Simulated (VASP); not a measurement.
A run of VASP 6.6.1:

Contents of INCAR:

```
SYSTEM = W
ALGO = Normal
EDIFF = 1E-7
ENCUT = 520
GGA = CA
ISIF = 2
ISMEAR = -1
LASPH = .True.
LCHARG = .False.
LREAL = .False.
LWAVE = .False.
NBANDS = 36
NELM = 60
PREC = Accurate
SIGMA = 0.1
```

The input KPOINTS:

```
k-points
0
Gamma
  15 15 4
  0 0 0
```

The input POSCAR:

```
W
1.0
    2.6309188018      0.0000000000      0.0000000000
   -1.3154594009      2.2784425177      0.0000000000
    0.0000000000      0.0000000000      9.2345930310
W
4
Direct
    1.0000000000      1.0000000000      0.0000000000
    1.0000000000      0.0000000000      0.5000000000
    0.3333333333      0.6666666667      0.2500000000
    0.6666666667      0.3333333333      0.7500000000
```

Potentials or basis: VASP PAW LDA potentials, release 64 (W_sv).

Launch:

```console
$ cat potpaw_LDA.64/W_sv/POTCAR > POTCAR
$ mpirun -np 1 vasp_std > vasp.out
```

Hardware: 1 thread of Intel(R) Xeon(R) 6975P-C (Granite Rapids), with other jobs on the host.

**Question.** Estimate the wall time of this run.

**Answer.** Wall time 57 s on 1 thread of Intel(R) Xeon(R) 6975P-C (Granite Rapids), on a shared host, peak memory 0.23 GiB. Counts: scf iterations 14, k points 81.
